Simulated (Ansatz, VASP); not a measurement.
**Cu3O2 in VASP and in Ansatz**

```
CELL_PARAMETERS angstrom
-2.07400 2.07400 3.76860
2.07400 -2.07400 3.76860
2.07400 2.07400 -3.76860
ATOMIC_POSITIONS crystal
Cu 0.25000 0.75000 0.50000
Cu 0.75000 0.25000 0.50000
Cu 0.00000 0.00000 0.00000
O 0.00000 0.50000 0.50000
O 0.50000 0.00000 0.50000
```

Alike in both runs: task single point; functional PBE; k mesh 14 × 14 × 14; occupations gaussian, width 0.15 eV; no spin polarisation.

|  | VASP | Ansatz |
| --- | --- | --- |
| version | VASP 6.6.1 | Ansatz 0.2.0 |
| potentials or method | VASP PAW PBE potentials, release 64 (Cu, O), cutoff 520 eV | scalar-relativistic, plane waves, PAW |
| valence electrons in the cell | 45 | 69 |

```csv
,VASP,Ansatz,Ansatz less VASP
gap on the k mesh at the Fermi level (eV),none,none,-
pressure (GPa),-7.2,-7.7,-0.53
"traceless stress, the component that is largest in VASP (GPa)",-5.18,-5.73,-0.546
```

A gap of «none» marks a metal or a gap that the smearing closes. With one functional, cell and mesh, what is left measures potentials, basis and numerics. VASP's potentials hold 45 valence electrons a cell and Ansatz's 69, so a difference there can come from the potentials and not from the codes.
